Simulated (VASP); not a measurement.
# Ge2Sb2Te5 (P-3m1) in VASP: notebook, part 2 of 2

VASP 6.6.1. Earlier steps stand in the parts before.

## Step 4: Single point, PBE

This run uses another cell than the first one, of 34.67 Å³/atom.

Contents of INCAR:

```
SYSTEM = Ge2Sb2Te5
PREC = Accurate
ENCUT = 520
EDIFF = 1E-6
ISMEAR = 0
SIGMA = 0.03
LREAL = .FALSE.
LASPH = .TRUE.
NELM = 80
ALGO = Normal
ISIF = 2
LWAVE = .FALSE.
LCHARG = .FALSE.
GGA = PE
NBANDS = 44
```

Contents of KPOINTS:

```
regular mesh
0
G
  9 9 2
  0 0 0
```

Contents of POSCAR:

```
Ge2Sb2Te5
1.0
    4.4630000000      0.0000000000      0.0000000000
   -2.2315000000      3.8650713771      0.0000000000
    0.0000000000      0.0000000000     18.0865499662
Ge Sb Te
2 2 5
Direct
    0.0000000000      0.0000000000      0.3314713560
    0.0000000000      0.0000000000      0.6685286440
    0.3333333333      0.6666666667      0.1121550832
    0.6666666667      0.3333333333      0.8878449168
    0.0000000000      0.0000000000      0.0000000000
    0.3333333333      0.6666666667      0.7913602895
    0.6666666667      0.3333333333      0.2086397105
    0.3333333333      0.6666666667      0.4097504733
    0.6666666667      0.3333333333      0.5902495267
```

Potentials or basis: VASP PAW PBE potentials, release 64 (Ge_d, Sb, Te).

Command:

```sh
cat potpaw_PBE.64/Ge_d/POTCAR potpaw_PBE.64/Sb/POTCAR potpaw_PBE.64/Te/POTCAR > POTCAR
mpirun -np 1 vasp_std > vasp.out
```

OUTCAR:

```text
SYSTEM = Ge2Sb2Te5
   PREC = Accurate
   ENCUT = 520
   EDIFF = 1E-6
   ISMEAR = 0
   LREAL = .FALSE.
   LASPH = .TRUE.
   NELM = 80
   ISIF = 2
   GGA = PE

 ion  position               nearest neighbor table
   1  0.000  0.000  0.331-   8 2.94   8 2.94   8 2.94
   2  0.000  0.000  0.669-   9 2.94   9 2.94   9 2.94
   3  0.333  0.667  0.112-   7 3.11   7 3.11   7 3.11   5 3.28   5 3.28   5 3.28
   4  0.667  0.333  0.888-   6 3.11   6 3.11   6 3.11   5 3.28   5 3.28   5 3.28
   5  0.000  0.000  0.000-   3 3.28   4 3.28   4 3.28   3 3.28   4 3.28   3 3.28
   6  0.333  0.667  0.791-   4 3.11   4 3.11   4 3.11
   7  0.667  0.333  0.209-   3 3.11   3 3.11   3 3.11
   8  0.333  0.667  0.410-   1 2.94   1 2.94   1 2.94
   9  0.667  0.333  0.590-   2 2.94   2 2.94   2 2.94

  LATTYP: Found a hexagonal cell.
 ALAT       =     4.4630000000
 C/A-ratio  =     4.0525543281

  Lattice vectors:

 A1 = (   4.4630000000,   0.0000000000,   0.0000000000)
 A2 = (  -2.2315000000,   3.8650713771,   0.0000000000)
 A3 = (   0.0000000000,   0.0000000000,  18.0865499662)

Analysis of symmetry for initial positions (statically):
=====================================================================
 Subroutine PRICEL returns:
 Original cell was already a primitive cell.

 Routine SETGRP: Setting up the symmetry group for a
 hexagonal supercell.

 Subroutine GETGRP returns: Found 12 space group operations
 (whereof 12 operations were pure point group operations)
 out of a pool of 24 trial point group operations.

The static configuration has the point symmetry D_3d.

Analysis of symmetry for dynamics (positions and initial velocities):
=====================================================================
[... 145 lines left out ...]
  Fermi-wavevector in a.u.,A,eV,Ry     =   0.985215  1.861787 13.206480  0.970649
  Thomas-Fermi vector in A             =   2.116506
   LORBIT       =      0    0 simple, 1 ext, 2 COOP (PROOUT), +10 PAW based schemes
   GGA     = PE    functional components
   LHFCALC =     F    Hartree Fock is set to
   AEXX    =    0.0000 exact exchange contribution
   IVDW    =     0    specifies the selected vdW correction
   LEPSILON=     F    determine dielectric tensor
   LRPA    =     F    only Hartree local field effects (RPA)
 non-spin polarized calculation
 Gauss-broadening in eV      SIGMA  =   0.03
  energy-cutoff  :      520.00
  volume of cell :      311.99
 maximum number of plane-waves:      8449
 NGX is ok and might be reduce to    36
   NGX = 17   NGY = 17   NGZ = 67

 number of electron      68.0000010 magnetization

 Free energy of the ion-electron system (eV)
  ---------------------------------------------------
  ext. energy  EPLUGINS =         0.00000000
  ---------------------------------------------------
  free energy    TOTEN  =       -33.48583113 eV

  energy without entropy =      -33.48583055  energy(sigma->0) =      -33.48583084

 E-fermi :   4.7651     XC(G=0):  -8.8069

 val. band max:        4.6819900099   @ k =   0.1111  -0.0000   0.5000
 cond. band min:       4.8481924428   @ k =   0.1111  -0.0000   0.5000
 fundamental gap:      0.1662024329
 Fermi energy:         4.7650917482

 k-point     1 :       0.0000    0.0000    0.0000
  band No.  band energies     occupation
      1     -19.9843      2.00000
      2     -19.9843      2.00000
      3     -19.9843      2.00000
      4     -19.9843      2.00000
      5     -19.9786      2.00000
      6     -19.9786      2.00000
[... 1117 lines left out ...]
     43       8.4519      0.00000
     44       8.6333      0.00000

------------------------ aborting loop because EDIFF is reached ----------------------------------------

  FORCE on cell =-STRESS in cart. coord.  units (eV):
  Direction    XX          YY          ZZ          XY          YZ          ZX
  --------------------------------------------------------------------------------------
  -------------------------------------------------------------------------------------
  Total       -7.7982124     -7.7982124     -4.8159278      0.0000000      0.0000000      0.0000000
  in kB      -40.0465864    -40.0465864    -24.7314976      0.0000000      0.0000000      0.0000000
  external PRESSURE =     -34.9415568 kB  Pullay stress =       0.0000000 kB

 VOLUME and BASIS-vectors are now :
 -----------------------------------------------------------------------------
  energy-cutoff  :      520.00
  volume of cell :      311.99
      direct lattice vectors                 reciprocal lattice vectors
     4.463000000  0.000000000  0.000000000     0.224064531  0.129363717  0.000000000
    -2.231500000  3.865071377  0.000000000     0.000000000  0.258727434  0.000000000
     0.000000000  0.000000000 18.086549966     0.000000000  0.000000000  0.055289704

 POSITION                                       TOTAL-FORCE (eV/Angst)
 -----------------------------------------------------------------------------------
      0.00000      0.00000      5.99517         0.000000      0.000000      0.277947
      0.00000      0.00000     12.09138        -0.000000     -0.000000     -0.277947
     -0.00000      2.57671      2.02850         0.000000     -0.000000      0.149298
      2.23150      1.28836     16.05805        -0.000000      0.000000     -0.149298
      0.00000      0.00000      0.00000        -0.000000      0.000000      0.000000
     -0.00000      2.57671     14.31298         0.000000     -0.000000      0.380171
      2.23150      1.28836      3.77357        -0.000000      0.000000     -0.380171
     -0.00000      2.57671      7.41097         0.000000     -0.000000     -0.306182
      2.23150      1.28836     10.67558        -0.000000      0.000000      0.306182
 -----------------------------------------------------------------------------------
    total drift:                               -0.000000      0.000000      0.000000

  FREE ENERGIE OF THE ION-ELECTRON SYSTEM (eV)
  ---------------------------------------------------
  free  energy   TOTEN  =       -33.4858311299 eV

  energy  without entropy=      -33.4858305466  energy(sigma->0) =      -33.48583084
```

It took 8.8 min on 1 thread of Oxide Virtual Turin-like, shared host; peak memory 0.59 GiB.

Results:

```yaml
Free_energy: -33.4858 eV
Pressure: -3.5 GPa
Largest_force: 0.380 eV/Å
Band_gap_on_the_k_mesh: 0.17 eV
```

Forces on the atoms (eV/Å):
```
Ge   0.000  0.000  0.278
Ge   0.000  0.000 -0.278
Sb   0.000  0.000  0.149
Sb   0.000  0.000 -0.149
Te   0.000  0.000  0.000
Te   0.000  0.000  0.380
Te   0.000  0.000 -0.380
Te   0.000  0.000 -0.306
Te   0.000  0.000  0.306
```

Caveat: the cell stands under tension; semilocal functionals underestimate gaps, and a narrow one can read as zero; spin-orbit coupling is left out, which moves the levels of the heavy elements; this functional lacks dispersion, which binds layers or chains, so the pressure and a relaxed spacing across them are unreliable.

## Step 5: Summary

```csv
cell,gap on the mesh (eV),pressure (GPa),largest force (eV/Å)
"a = 4.264, b = 4.264, c = 18.689 Å, angles 90.0, 90.0, 120.0°, 9 atoms",0.07,-1.4,0.27
"a = 4.562, b = 4.563, c = 17.182 Å, angles 90.0, 90.0, 120.0°, 9 atoms",0.21,-3.4,0.24
"a = 4.463, b = 4.463, c = 18.087 Å, angles 90.0, 90.0, 120.0°, 9 atoms",0.17,-3.5,0.38
```

Alike in all rows: task single point; level PBE; potentials or basis VASP PAW PBE potentials, release 64 (Ge_d, Sb, Te); no spin polarisation; k mesh 9 × 9 × 2; cutoff (eV) 520; smearing gaussian 0.03 eV.

Caveats: semilocal functionals underestimate gaps, and a narrow one can read as zero; spin-orbit coupling is left out, which moves the levels of the heavy elements; this functional lacks dispersion, which binds layers or chains, so the pressure and a relaxed spacing across them are unreliable; the cell stands under tension (at least some runs).

Total energies depend on the potentials used, so only differences within one code and one set of settings carry meaning.
